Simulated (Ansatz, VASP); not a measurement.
Be in VASP and in Ansatz

INCAR

```
SYSTEM = Be
ALGO = Normal
EDIFF = 1E-8
ENCUT = 520
GGA = PE
ISIF = 2
ISMEAR = -1
LASPH = .TRUE.
LCHARG = .FALSE.
LEFG = .TRUE.
LREAL = .FALSE.
LWAVE = .FALSE.
NBANDS = 7
NELM = 60
PREC = Accurate
SIGMA = 0.03
```

The input KPOINTS:

```
k-points
0
G
  23 23 23
  0 0 0
```

POSCAR

```
Be
1.0
   -1.2489298800      1.2489298800      1.2489298800
    1.2489298800     -1.2489298800      1.2489298800
    1.2489298800      1.2489298800     -1.2489298800
Be
1
Direct
    0.0000000000      0.0000000000      0.0000000000
```

Input for Ansatz:

```yaml
crystal:
  lattice:
    - [-1.24892988, 1.24892988, 1.24892988]
    - [1.24892988, -1.24892988, 1.24892988]
    - [1.24892988, 1.24892988, -1.24892988]
  atoms:
    - { symbol: Be, position: [0.0, 0.0, 0.0] }
kpoints:
  mp_grid: { grid: [23, 23, 23] }
scf:
  occupations: { method: fermi_dirac, width: 0.03 }
hamiltonian:
  xc: pbe
  pseudopotentials: { kind: all_electron, datasets: crystal }
output:
  forces: true
  stress: true
  eigenvalues: true
  efg: { contact_densities: true }
```

Change from the starting cell: volume scaled by 0.99, crystal datasets.

Alike in both runs: task electric field gradients; functional PBE; k mesh 23 × 23 × 23; occupations fermi-dirac, width 0.03 eV; no spin polarisation.

```csv
,VASP,Ansatz
version,VASP 6.6.1,Ansatz 0.2.0
potentials or method,"VASP PAW PBE potentials, release 64 (Be), cutoff 520 eV","all-electron PAW with datasets made for the crystal, scalar-relativistic"
```

```tsv
	VASP	Ansatz	Ansatz less VASP
pressure (GPa)	0.5	0.3	-0.19
```

Ansatz ran all-electron here, and VASP with PAW potentials.
